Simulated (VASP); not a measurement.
# CoO (R3m) in VASP: a series of runs, part 2 of 2

VASP 6.6.1. Earlier steps stand in the parts before.

## (3) Single point, PBEsol, collinear spin, antiferromagnetic start

This run uses another cell than the first one, of 10.45 Å³/atom, 0.916 times its volume.

The input, INCAR:

```
SYSTEM = CoO
PREC     = Accurate       ! precision mode
ENCUT    = 520            ! plane-wave cutoff, eV
EDIFF    = 1E-7           ! SCF threshold, eV
ISMEAR   = 0              ! smearing method
SIGMA    = 0.1            ! smearing width, eV
LREAL    = .FALSE.        ! projectors in reciprocal space
LASPH    = .TRUE.         ! aspherical terms in the spheres
NELM     = 150            ! most SCF steps
ALGO     = Normal         ! electronic algorithm
ISIF     = 2              ! what is computed and relaxed
LWAVE    = .FALSE.        ! write WAVECAR
LCHARG   = .FALSE.        ! write CHGCAR
ISPIN    = 2              ! spin polarisation
MAGMOM   = -2.21 2.21 -0.16 0.16 ! initial moments
LORBIT   = 11             ! projections on sites
LMAXMIX  = 4              ! l up to which the mixer works
GGA      = PS             ! functional
NBANDS   = 27             ! bands
```

The input, KPOINTS:

```
Automatic mesh
0
G
  6 6 6
  0 0 0
```

The input, POSCAR:

```
CoO
1.0
    1.5635421071      0.9027114564      4.9359323110
   -1.5635421071      0.9027114564      4.9359323110
    0.0000000000     -1.8054229128      4.9359323110
Co O
2 2
Direct
    1.0040470185      1.0040470185      1.0040470185
    0.4970357781      0.4970357781      0.4970357781
    0.3718754505      0.3718754505      0.3718754505
    0.8770411029      0.8770411029      0.8770411029
```

Potentials or basis: VASP PAW PBE potentials, release 64 (Co, O).

Run with:

```console
cat potpaw_PBE.64/Co/POTCAR potpaw_PBE.64/O/POTCAR > POTCAR
mpirun -np 1 vasp_std > vasp.out
```

OUTCAR:

```text
SYSTEM = CoO
   PREC = Accurate
   ENCUT = 520
   EDIFF = 1E-7
   ISMEAR = 0
   LREAL = .FALSE.
   LASPH = .TRUE.
   NELM = 150
   ISIF = 2
   ISPIN = 2
   LORBIT = 11
   GGA = PS

 ion  position               nearest neighbor table
   1  0.004  0.004  0.004-   3 1.88   3 1.88   3 1.88   4 1.88   2 2.97   2 2.97   2 2.97
   2  0.497  0.497  0.497-   3 1.85   4 1.93   4 1.93   4 1.93   1 2.97   1 2.97   1 2.97
   3  0.372  0.372  0.372-   2 1.85   1 1.88   1 1.88   1 1.88
   4  0.877  0.877  0.877-   1 1.88   2 1.93   2 1.93   2 1.93

  LATTYP: Found a trigonal (rhomboedric) cell.
 ALAT       =     5.2557568126
 COS(alpha) =     0.8229978120

  Lattice vectors:

 A1 = (   1.5635421071,   0.9027114564,   4.9359323110)
 A2 = (  -1.5635421071,   0.9027114564,   4.9359323110)
 A3 = (   0.0000000000,  -1.8054229128,   4.9359323110)

Analysis of symmetry for initial positions (statically):
=====================================================================
 Subroutine PRICEL returns:
 Original cell was already a primitive cell.

 Routine SETGRP: Setting up the symmetry group for a
 trigonal (rhombohedral) supercell.

[... 1645 lines left out ...]
  --------------------------------------------------------------------------------------
  -------------------------------------------------------------------------------------
  Total       -0.0753216     -0.0753216     -0.0408318      0.0000000     -0.0000000      0.0000000
  in kB       -2.8870281     -2.8870281     -1.5650586      0.0000000     -0.0000000      0.0000000
  external PRESSURE =      -2.4463716 kB  Pullay stress =       0.0000000 kB

 VOLUME and BASIS-vectors are now :
 -----------------------------------------------------------------------------
  energy-cutoff  :      520.00
  volume of cell :       41.80
      direct lattice vectors                 reciprocal lattice vectors
     1.563542107  0.902711456  4.935932311     0.319786719  0.184628948  0.067531990
    -1.563542107  0.902711456  4.935932311    -0.319786719  0.184628948  0.067531990
     0.000000000 -1.805422913  4.935932311     0.000000000 -0.369257896  0.067531990

 POSITION                                       TOTAL-FORCE (eV/Angst)
 -----------------------------------------------------------------------------------
      0.00000      0.00000      0.05993         0.000000      0.000000     -0.011603
      0.00000      0.00000      7.36000         0.000000     -0.000000      0.027063
      0.00000      0.00000      5.50666         0.000000      0.000000     -0.012709
      0.00000      0.00000     12.98705         0.000000     -0.000000     -0.002752
 -----------------------------------------------------------------------------------
    total drift:                               -0.000000      0.000000      0.000102

  FREE ENERGIE OF THE ION-ELECTRON SYSTEM (eV)
  ---------------------------------------------------
  free  energy   TOTEN  =       -28.6931699580 eV

  energy  without entropy=      -28.6792557715  energy(sigma->0) =      -28.68621286

 total charge

# of ion       s       p       d       tot
------------------------------------------
    1        0.387   0.550   7.333   8.270
    2        0.373   0.507   7.275   8.156
    3        1.552   3.450   0.000   5.002
    4        1.550   3.429   0.000   4.979
--------------------------------------------------
tot          3.862   7.936  14.609  26.406

 magnetization (x)

# of ion       s       p       d       tot
------------------------------------------
    1       -0.008  -0.041  -1.643  -1.693
    2        0.008   0.045   2.003   2.055
    3       -0.009  -0.076   0.000  -0.085
    4        0.011   0.144   0.000   0.156
--------------------------------------------------
tot          0.001   0.072   0.360   0.433
```

OSZICAR:

```text
N       E                     dE             d eps       ncg     rms          rms(c)
DAV:   1     0.245229771127E+03    0.24523E+03   -0.13427E+04  3520   0.131E+03
DAV:   2    -0.829167184896E+01   -0.25352E+03   -0.22691E+03  3556   0.313E+02
[... 10 lines left out ...]
DAV:  13    -0.286933699907E+02   -0.71514E-03   -0.49419E-03  4991   0.103E+00    0.259E-01
DAV:  14    -0.286931440164E+02    0.22597E-03   -0.15507E-03  5279   0.502E-01    0.970E-02
DAV:  15    -0.286931587180E+02   -0.14702E-04   -0.37439E-04  4963   0.236E-01    0.550E-02
DAV:  16    -0.286931697695E+02   -0.11051E-04   -0.44278E-05  4829   0.923E-02    0.176E-02
DAV:  17    -0.286931700667E+02   -0.29723E-06   -0.65664E-06  5038   0.344E-02    0.538E-03
DAV:  18    -0.286931699754E+02    0.91341E-07   -0.15185E-06  4534   0.116E-02    0.252E-03
DAV:  19    -0.286931699580E+02    0.17403E-07   -0.13914E-07  2383   0.488E-03
   1 F= -.28693170E+02 E0= -.28686213E+02  d E =-.139142E-01  mag=     0.4473
```

stdout:

```text
POSCAR found type information on POSCAR CoO
 POSCAR found :  2 types and       4 ions
 scaLAPACK will be used
 -----------------------------------------------------------------------------
|                                                                             |
|                                                                             |
|     You enforced a specific xc type in the INCAR file but a different       |
|     I HOPE YOU KNOW WHAT YOU ARE DOING!                                     |
|                                                                             |
 -----------------------------------------------------------------------------

 LDA part: xc-table for (Slater+PW92), standard interpolation
 POSCAR, INCAR and KPOINTS ok, starting setup
 FFT: planning ... GRIDC
 FFT: planning ... GRID_SOFT
 FFT: planning ... GRID
 WAVECAR not read
 entering main loop
```

It took 99 s on 1 thread of Intel Xeon 6975P-C (Granite Rapids), shared host; peak memory 0.3 GiB.

Results:

```
Free energy                                           : -28.6932 eV
Pressure                                              : -0.2 GPa
Largest force                                         : 0.027 eV/Å
Net moment                                            : 0.45 μB per cell
Site moments                                          : Co -1.69, +2.06; O -0.09, +0.16 μB
Valence electrons inside the program's atomic spheres : Co 8.27, 8.16; O 5.00, 4.98
```

Forces on the atoms (eV/Å):
```
Co   0.000  0.000 -0.012
Co   0.000  0.000  0.027
O    0.000  0.000 -0.013
O    0.000  0.000 -0.003
```

Caveat: the k points lie up to 0.39 Å⁻¹ apart; the PAW data sets were made with another functional, which shifts forces and pressure a little; semilocal functionals often make such compounds metallic where correlation or magnetic order opens a gap, which also shifts bond lengths. With open d or f shells a metallic result of PBEsol can be an artefact of self-interaction; +U or a hybrid may open a gap.
